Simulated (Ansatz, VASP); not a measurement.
**TaSi2 in VASP and in Ansatz**

```
CELL_PARAMETERS angstrom
4.51829 0.00000 0.00000
0.00000 4.51829 0.00000
0.00000 0.00000 4.51829
ATOMIC_POSITIONS crystal
Ta 0.00000 0.00000 0.00000
Ta 0.50000 0.50000 0.50000
Si 0.25000 0.25000 0.25000
Si 0.25000 0.75000 0.75000
Si 0.75000 0.75000 0.25000
Si 0.75000 0.25000 0.75000
```

Alike in both runs: task relaxation of cell and atoms; functional PBE; k mesh 4 × 4 × 4; occupations gaussian, width 0.1 eV; no spin polarisation.

|  | VASP | Ansatz |
| --- | --- | --- |
| version | VASP 6.6.1 | Ansatz 0.2.0 |
| potentials or method | VASP PAW PBE potentials, release 64 (Ta_pv, Si), cutoff 600 eV | scalar-relativistic, plane waves, PAW |
| valence electrons in the cell | 38 | 42 |

|  | VASP | Ansatz | Ansatz less VASP |
| --- | --- | --- | --- |
| gap on the k mesh at the Fermi level, each at its own relaxed structure (eV) | none | none | - |
| relaxed volume (Å³/atom) | 30.02 | 29.99 | -0.037 |
| relaxed cell length with the largest relative difference (Å) | 5.648 | 5.645 | -0.0023 |

A gap of «none» marks a metal or a gap that the smearing closes. VASP's potentials hold 38 valence electrons a cell and Ansatz's 42, so a difference there can come from the potentials and not from the codes.

Neither program's run includes spin-orbit coupling. Noted on VASP's run: the volume moved by over 15 % at a fixed basis, so the end points are rough.
